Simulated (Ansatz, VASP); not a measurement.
# Pd in VASP and in Ansatz

```
CELL_PARAMETERS angstrom
0.00000 2.97337 2.97337
2.97337 0.00000 2.97337
2.97337 2.97337 0.00000
ATOMIC_POSITIONS crystal
Pd 0.12500 0.12500 0.12500
Pd 0.87500 0.87500 0.87500
```

Alike in both runs: task single point; functional revPBE; k mesh 11 × 11 × 11; occupations fermi-dirac, width 0.05 eV; collinear spin.

|  | VASP | Ansatz |
| --- | --- | --- |
| version | VASP 6.6.1 | Ansatz 0.2.0 |
| potentials or method | VASP PAW PBE potentials, release 64 (Pd), cutoff 520 eV | plane waves (420 eV) with PAW, scalar-relativistic |
| valence electrons in the cell | 20 | 36 |

|  | VASP | Ansatz | Ansatz less VASP |
| --- | --- | --- | --- |
| pressure (GPa) | -2.2 | -2.0 | +0.19 |
| net moment per atom (μB) | 0.46 | 0.46 | 0.000 |
| size of the moment on the site where the two differ most (μB) | 0.45 | 0.45 | -0.003 |

VASP's potentials were made for PBE, not for revPBE. Site moments also hang on the region over which each program counts them. With one functional, cell and mesh, what is left measures potentials, basis and numerics. VASP's potentials hold 20 valence electrons a cell and Ansatz's 36, so a difference there can come from the potentials and not from the codes.
